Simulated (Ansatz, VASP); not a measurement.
**Two plane-wave programs on Cu**

The input POSCAR:

```
Cu
1.0
    2.8953822153      0.0000000000      0.0000000000
    0.0000000000      2.8953822153      0.0000000000
    0.0000000000      0.0000000000      2.8207868899
Cu
2
Direct
    0.0000000000      0.0000000000      0.0000000000
    0.5000000000      0.5000000000      0.5000000000
```

File INCAR.step1:

```
SYSTEM = Cu
ALGO = Normal
EDIFF = 1E-4
ENCUT = 520
GGA = PE
ISMEAR = 0
LASPH = .TRUE.
LCHARG = .FALSE.
LREAL = .FALSE.
LWAVE = .TRUE.
NBANDS = 18
NELM = 100
PREC = Accurate
SIGMA = 0.1
```

INCAR.step2

```
SYSTEM = Cu
ALGO = Normal
EDIFF = 1E-6
ENCUT = 520
ISIF = 2
ISMEAR = 0
ISTART = 1
LASPH = .TRUE.
LCHARG = .FALSE.
LMIXTAU = .TRUE.
LREAL = .FALSE.
LWAVE = .FALSE.
METAGGA = R2SCAN
NBANDS = 18
NELM = 100
PREC = Accurate
SIGMA = 0.1
```

Contents of KPOINTS:

```
k-points
0
G
  18 18 18
  0 0 0
```

Input for Ansatz:

```yaml
crystal:
  lattice:
    - [2.8953822153, 0.0, 0.0]
    - [0.0, 2.8953822153, 0.0]
    - [0.0, 0.0, 2.8207868899]
  atoms:
    - { symbol: Cu, position: [0.0, 0.0, 0.0] }
    - { symbol: Cu, position: [0.5, 0.5, 0.5] }
basis:
  ecutwfc: 500
kpoints:
  mp_grid: { grid: [18, 18, 18] }
hamiltonian:
  xc: r2scan
scf:
  occupations: { method: gaussian, width: 0.1 }
output:
  forces: true
  stress: true
  eigenvalues: true
```

Change from the starting cell: strain along c alone, the other axes held, atoms relaxed: +3.0 %.

Alike in both runs: task single point; functional r2SCAN; k mesh 18 × 18 × 18; occupations gaussian, width 0.1 eV; no spin polarisation.

|  | VASP | Ansatz |
| --- | --- | --- |
| version | VASP 6.6.1 | Ansatz 0.2.0 |
| potentials or method | VASP PAW PBE potentials, release 64 (Cu), cutoff 520 eV | scalar-relativistic, plane waves, PAW |
| valence electrons in the cell | 22 | 38 |

VASP gave:

- gap on the k mesh at the Fermi level (eV): none
- pressure (GPa): -3.8
- traceless stress, the component that is largest in VASP (GPa): -0.29

Task: Which values does Ansatz return?

Result: gap on the k mesh at the Fermi level (eV): none; pressure (GPa): -4.4; traceless stress, the component that is largest in VASP (GPa): -0.20.

VASP's potentials were made for PBE, not for r2SCAN. A gap of «none» marks a metal or a gap that the smearing closes. VASP's potentials hold 22 valence electrons a cell and Ansatz's 38, so a difference there can come from the potentials and not from the codes.
